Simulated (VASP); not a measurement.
# VI (P1) in VASP: notebook

VI is run at these levels: PBE; tasks: single point.

All numbers are computed with VASP 6.6.1; they aren't measurements. Logs are shortened: lines on timing, memory, paths and dates and some standing lists are left out, and cuts for length are marked.

## Step 1: The cell of the first run

The typed cell holds 2 atoms: a = 3.307 Å, b = 3.281 Å, c = 5.548 Å, α = 91.75°, β = 86.68°, γ = 118.37°.

## Step 2: Single point, PBE, collinear spin, ferromagnetic start

INCAR reads:

```
SYSTEM = VI
PREC     = Accurate       ! precision mode
ENCUT    = 500            ! plane-wave cutoff, eV
EDIFF    = 1E-6           ! SCF threshold, eV
ISMEAR   = -1             ! smearing method
SIGMA    = 0.15           ! smearing width, eV
LREAL    = .FALSE.        ! projectors in reciprocal space
LASPH    = .TRUE.         ! aspherical terms in the spheres
NELM     = 200            ! most SCF steps
ALGO     = Normal         ! electronic algorithm
ISIF     = 2              ! what is computed and relaxed
LWAVE    = .FALSE.        ! write WAVECAR
LCHARG   = .FALSE.        ! write CHGCAR
ISPIN    = 2              ! spin polarisation
MAGMOM   = 0 3            ! initial moments
LORBIT   = 11             ! projections on sites
LMAXMIX  = 4              ! l up to which the mixer works
GGA      = PE             ! functional
NBANDS   = 21             ! bands
GGA_COMPAT= .FALSE.
```

KPOINTS reads:

```
Automatic mesh
0
G
  3 3 1
  0 0 0
```

POSCAR reads:

```
VI
1.0
    3.3048210000      0.0544260000      0.0971190000
   -1.6052760000      2.8610240000     -0.0516020000
    0.1585940000     -0.0057370000      5.5461410000
I V
1 1
Direct
    0.5496610000      0.9042740000      0.5799510000
    0.7672300000      1.6649490000      1.2293440000
```

Potentials or basis: VASP PAW PBE potentials, release 64 (I, V_sv).

On the command line:

```console
cat potpaw_PBE.64/I/POTCAR potpaw_PBE.64/V_sv/POTCAR > POTCAR
mpirun -np 1 vasp_std > vasp.out
```

OUTCAR:

```text
SYSTEM = VI
   PREC = Accurate
   ENCUT = 500
   EDIFF = 1E-6
   ISMEAR = -1
   LREAL = .FALSE.
   LASPH = .TRUE.
   NELM = 200
   ISIF = 2
   ISPIN = 2
   LORBIT = 11
   GGA = PE

 ion  position               nearest neighbor table
   1  0.550  0.904  0.580-   2 2.28   2 2.99   2 3.11
   2  0.767  0.665  0.229-   1 2.28   1 2.99   1 3.11

  LATTYP: Found a triclinic cell.
 ALAT       =     3.3066956515
 B/A-ratio  =     2.4902038811
 C/A-ratio  =     0.9922324839
 COS(alpha) =     0.0037404340
 COS(beta)  =     0.4750947293
 COS(gamma) =     0.6528632883

  Lattice vectors:

 A1 = (   3.3048210000,   0.0544260000,   0.0971190000)
 A2 = (   5.1629600000,   2.9641390000,   5.6887770000)
 A3 = (   1.6052760000,  -2.8610240000,   0.0516020000)

Analysis of symmetry for initial positions (statically):
=====================================================================
 Subroutine PRICEL returns:
 Original cell was already a primitive cell.

 Routine SETGRP: Setting up the symmetry group for a
 triclinic supercell.

 Subroutine GETGRP returns: Found  1 space group operations
 (whereof  1 operations were pure point group operations)
 out of a pool of  2 trial point group operations.

The static configuration has the point symmetry C_1 .

Analysis of symmetry for dynamics (positions and initial velocities):
=====================================================================
 Subroutine PRICEL returns:
 Original cell was already a primitive cell.

 Routine SETGRP: Setting up the symmetry group for a
 triclinic supercell.

 Subroutine GETGRP returns: Found  1 space group operations
 (whereof  1 operations were pure point group operations)
 out of a pool of  2 trial point group operations.

The dynamic configuration has the point symmetry C_1 .

Analysis of structural, dynamic, and magnetic symmetry:
=====================================================================
 Subroutine PRICEL returns:
 Original cell was already a primitive cell.

 Routine SETGRP: Setting up the symmetry group for a
 triclinic supercell.

 Subroutine GETGRP returns: Found  1 space group operations
 (whereof  1 operations were pure point group operations)
 out of a pool of  2 trial point group operations.

The overall configuration has the point symmetry C_1 .

 Subroutine INISYM returns: Found  1 space group operations
 (whereof  1 operations are pure point group operations),
 and found     1 'primitive' translations

[... 95 lines left out ...]
  volume/ion in A,a.u.               =      26.44       178.42
  Fermi-wavevector in a.u.,A,eV,Ry     =   1.183919  2.237282 19.070790  1.401664
  Thomas-Fermi vector in A             =   2.320143
   LORBIT       =     11    0 simple, 1 ext, 2 COOP (PROOUT), +10 PAW based schemes
   GGA     = PE    functional components
   LHFCALC =     F    Hartree Fock is set to
   AEXX    =    0.0000 exact exchange contribution
   IVDW    =     0    specifies the selected vdW correction
   LEPSILON=     F    determine dielectric tensor
   LRPA    =     F    only Hartree local field effects (RPA)
 spin polarized calculation
  energy-cutoff  :      500.00
  volume of cell :       52.88
 maximum number of plane-waves:      1352
   NGX = 13   NGY = 11   NGZ = 21

 number of electron      19.9999997 magnetization       2.5354117

 Free energy of the ion-electron system (eV)
  ---------------------------------------------------
  ext. energy  EPLUGINS =         0.00000000
  ---------------------------------------------------
  free energy    TOTEN  =        -7.48500612 eV

  energy without entropy =       -7.28835176  energy(sigma->0) =       -7.38667894

 E-fermi :   6.8511     XC(G=0):  -9.7092

 val. band max:        6.8465562142   @ k =  -0.3333   0.3333   0.0000
 cond. band min:       6.9535890373   @ k =  -0.0000   0.3333  -0.0000
 fundamental gap:      0.1070328231
 Fermi energy:         6.8510823405

 spin component 1

 k-point     1 :       0.0000    0.0000    0.0000
  band No.  band energies     occupation
      1     -58.3156      1.00000
      2     -32.3167      1.00000
      3     -32.1730      1.00000
      4     -32.0656      1.00000
      5      -9.1118      1.00000
      6       0.7637      1.00000
[... 109 lines left out ...]
     20      18.6147      0.00000
     21      19.2045      0.00000
 Fermi energy:         6.8510823405

 spin component 2

 k-point     1 :       0.0000    0.0000    0.0000
  band No.  band energies     occupation
      1     -56.1401      1.00000
      2     -30.3952      1.00000
      3     -29.9142      1.00000
      4     -29.7775      1.00000
      5      -9.1108      1.00000
      6       1.0004      1.00000
[... 109 lines left out ...]
     20      18.9836      0.00000
     21      19.5061      0.00000

------------------------ aborting loop because EDIFF is reached ----------------------------------------

  FORCE on cell =-STRESS in cart. coord.  units (eV):
  Direction    XX          YY          ZZ          XY          YZ          ZX
  --------------------------------------------------------------------------------------
  -------------------------------------------------------------------------------------
  Total        4.9254880      2.8487402      6.6485744     -2.0459328      3.0713452     -4.6608731
  in kB      149.2351135     86.3126779    201.4421222    -61.9887829     93.0572859   -141.2176664
  external PRESSURE =     145.6633045 kB  Pullay stress =       0.0000000 kB

 VOLUME and BASIS-vectors are now :
 -----------------------------------------------------------------------------
  energy-cutoff  :      500.00
  volume of cell :       52.88
      direct lattice vectors                 reciprocal lattice vectors
     3.304821000  0.054426000  0.097119000     0.300065092  0.168210228 -0.008406476
    -1.605276000  2.861024000 -0.051602000    -0.005718859  0.346325853  0.000521777
     0.158594000 -0.005737000  5.546141000    -0.005307677  0.000276714  0.180457611

 POSITION                                       TOTAL-FORCE (eV/Angst)
 -----------------------------------------------------------------------------------
      0.45690      2.61374      3.22321        -2.509077      1.610486      2.976532
      1.50450      1.94288      1.31217         2.509077     -1.610486     -2.976532
 -----------------------------------------------------------------------------------
    total drift:                               -0.000090     -0.000072     -0.000284

  FREE ENERGIE OF THE ION-ELECTRON SYSTEM (eV)
  ---------------------------------------------------
  free  energy   TOTEN  =        -7.4850061227 eV

  energy  without entropy=       -7.2883517561  energy(sigma->0) =       -7.38667894

 total charge

# of ion       s       p       d       tot
------------------------------------------
    1        1.540   2.808   0.084   4.431
    2        2.253   6.110   3.086  11.448
--------------------------------------------------
tot          3.792   8.917   3.170  15.880

 magnetization (x)

# of ion       s       p       d       tot
------------------------------------------
    1       -0.000  -0.112   0.025  -0.087
    2        0.022   0.027   2.165   2.214
--------------------------------------------------
tot          0.022  -0.084   2.190   2.127
```

It took 13 s on 1 thread of Intel Xeon 8259CL, shared host; peak memory 0.17 GiB.

What came out:

```yaml
Free_energy: -7.4850 eV
Pressure: 14.6 GPa
Largest_force: 4.213 eV/Å
Net_moment: 2.54 μB per cell
Site_moments: I -0.09; V +2.21 μB
Valence_electrons_inside_the_program's_atomic_spheres: I 4.43; V 11.45
```

Forces in eV/Å, atoms in the order of the input:
```
I   -2.509  1.610  2.977
V    2.509 -1.610 -2.977
```

Stress tensor (GPa, compression positive):
```
 14.92  -6.20 -14.12
 -6.20   8.63   9.31
-14.12   9.31  20.14
```

Caveat: the k points lie up to 1.13 Å⁻¹ apart, too coarse for converged energies, forces and pressures; spin-orbit coupling is left out, which moves the levels of the heavy elements; semilocal functionals often make such compounds metallic where correlation or magnetic order opens a gap, which also shifts bond lengths; forces of over 1 eV/Å act on the atoms, so gaps and moduli don't describe the material at rest.

## Step 3: Single point, PBE, collinear spin, ferromagnetic start

INCAR reads:

```
PREC = Accurate ; ENCUT = 500
EDIFF = 1E-6 ; ISMEAR = -1
SIGMA = 0.15 ; LREAL = F
LASPH = T ; NELM = 200
ALGO = Normal ; ISIF = 2
LWAVE = F ; LCHARG = F
ISPIN = 2 ; MAGMOM = 0 3
LORBIT = 11 ; LMAXMIX = 4
GGA = PE ; NBANDS = 21
GGA_COMPAT = F
```

KPOINTS reads:

```
Automatic mesh
0
Gamma
  3 3 1
```

POSCAR is that of step 2.

Potentials or basis: VASP PAW PBE potentials, release 64 (I, V_sv).

On the command line:

```console
cat potpaw_PBE.64/I/POTCAR potpaw_PBE.64/V_sv/POTCAR > POTCAR
mpirun -np 1 vasp_std > vasp.out
```

OUTCAR:

```text
PREC = Accurate
   ENCUT = 500
   EDIFF = 1E-6
   ISMEAR = -1
   LREAL = F
   LASPH = T
   NELM = 200
   ISIF = 2
   ISPIN = 2
   LORBIT = 11
   GGA = PE

 ion  position               nearest neighbor table
   1  0.550  0.904  0.580-   2 2.28   2 2.99   2 3.11
   2  0.767  0.665  0.229-   1 2.28   1 2.99   1 3.11

  LATTYP: Found a triclinic cell.
 ALAT       =     3.3066956515
 B/A-ratio  =     2.4902038811
 C/A-ratio  =     0.9922324839
 COS(alpha) =     0.0037404340
 COS(beta)  =     0.4750947293
[... 435 lines left out ...]
  external PRESSURE =     145.6633045 kB  Pullay stress =       0.0000000 kB

 VOLUME and BASIS-vectors are now :
 -----------------------------------------------------------------------------
  energy-cutoff  :      500.00
  volume of cell :       52.88
      direct lattice vectors                 reciprocal lattice vectors
     3.304821000  0.054426000  0.097119000     0.300065092  0.168210228 -0.008406476
    -1.605276000  2.861024000 -0.051602000    -0.005718859  0.346325853  0.000521777
     0.158594000 -0.005737000  5.546141000    -0.005307677  0.000276714  0.180457611

 POSITION                                       TOTAL-FORCE (eV/Angst)
 -----------------------------------------------------------------------------------
      0.45690      2.61374      3.22321        -2.509077      1.610486      2.976532
      1.50450      1.94288      1.31217         2.509077     -1.610486     -2.976532
 -----------------------------------------------------------------------------------
    total drift:                               -0.000090     -0.000072     -0.000284

  FREE ENERGIE OF THE ION-ELECTRON SYSTEM (eV)
  ---------------------------------------------------
  free  energy   TOTEN  =        -7.4850061227 eV

  energy  without entropy=       -7.2883517561  energy(sigma->0) =       -7.38667894

 total charge

# of ion       s       p       d       tot
------------------------------------------
    1        1.540   2.808   0.084   4.431
    2        2.253   6.110   3.086  11.448
--------------------------------------------------
tot          3.792   8.917   3.170  15.880

 magnetization (x)

# of ion       s       p       d       tot
------------------------------------------
    1       -0.000  -0.112   0.025  -0.087
    2        0.022   0.027   2.165   2.214
--------------------------------------------------
tot          0.022  -0.084   2.190   2.127
```

OSZICAR:

```text
N       E                     dE             d eps       ncg     rms          rms(c)
DAV:   1     0.162087891424E+03    0.16209E+03   -0.10783E+04   476   0.842E+02
DAV:   2    -0.153206065749E+01   -0.16362E+03   -0.15820E+03   448   0.258E+02
DAV:   3    -0.776945886751E+01   -0.62374E+01   -0.61847E+01   510   0.527E+01
DAV:   4    -0.786006866638E+01   -0.90610E-01   -0.90573E-01   499   0.601E+00
DAV:   5    -0.786186547237E+01   -0.17968E-02   -0.17968E-02   510   0.801E-01    0.155E+01
DAV:   6    -0.780737434435E+01    0.54491E-01   -0.64971E+00   490   0.175E+01    0.948E+00
DAV:   7    -0.760273067114E+01    0.20464E+00   -0.39789E+00   500   0.128E+01    0.564E+00
DAV:   8    -0.747114942940E+01    0.13158E+00   -0.84364E-01   475   0.576E+00    0.183E+00
DAV:   9    -0.748394268922E+01   -0.12793E-01   -0.51105E-02   495   0.172E+00    0.807E-01
DAV:  10    -0.748469485318E+01   -0.75216E-03   -0.43436E-03   515   0.473E-01    0.341E-01
DAV:  11    -0.748496616441E+01   -0.27131E-03   -0.12983E-03   470   0.222E-01    0.910E-02
DAV:  12    -0.748497909988E+01   -0.12935E-04   -0.26070E-04   510   0.121E-01    0.447E-02
DAV:  13    -0.748499767949E+01   -0.18580E-04   -0.45492E-05   490   0.453E-02    0.221E-02
DAV:  14    -0.748500444233E+01   -0.67628E-05   -0.10907E-05   500   0.214E-02    0.129E-02
DAV:  15    -0.748500555333E+01   -0.11110E-05   -0.31614E-06   458   0.116E-02    0.598E-03
DAV:  16    -0.748500612274E+01   -0.56940E-06   -0.10577E-06   400   0.637E-03
   1 F= -.74850061E+01 E0= -.73866789E+01  d E =-.196654E+00  mag=     2.5354
```

stdout:

```text
POSCAR found type information on POSCAR I V
 POSCAR found :  2 types and       2 ions
 scaLAPACK will be used
 LDA part: xc-table for (Slater+PW92), standard interpolation
 POSCAR, INCAR and KPOINTS ok, starting setup
 FFT: planning ... GRIDC
 FFT: planning ... GRID_SOFT
 FFT: planning ... GRID
 WAVECAR not read
 entering main loop
```

It took 14 s on 1 thread of Intel Xeon 8259CL, shared host; peak memory 0.17 GiB.

What came out:

```
Free energy                                           : -7.4850 eV
Pressure                                              : 14.6 GPa
Largest force                                         : 4.213 eV/Å
Net moment                                            : 2.54 μB per cell
Site moments                                          : I -0.09; V +2.21 μB
Valence electrons inside the program's atomic spheres : I 4.43; V 11.45
```

Forces in eV/Å, atoms in the order of the input:
```
I   -2.509  1.610  2.977
V    2.509 -1.610 -2.977
```

Caveat: the k points lie up to 1.13 Å⁻¹ apart, too coarse for converged energies, forces and pressures; spin-orbit coupling is left out, which moves the levels of the heavy elements; semilocal functionals often make such compounds metallic where correlation or magnetic order opens a gap, which also shifts bond lengths; forces of over 1 eV/Å act on the atoms, so gaps and moduli don't describe the material at rest.
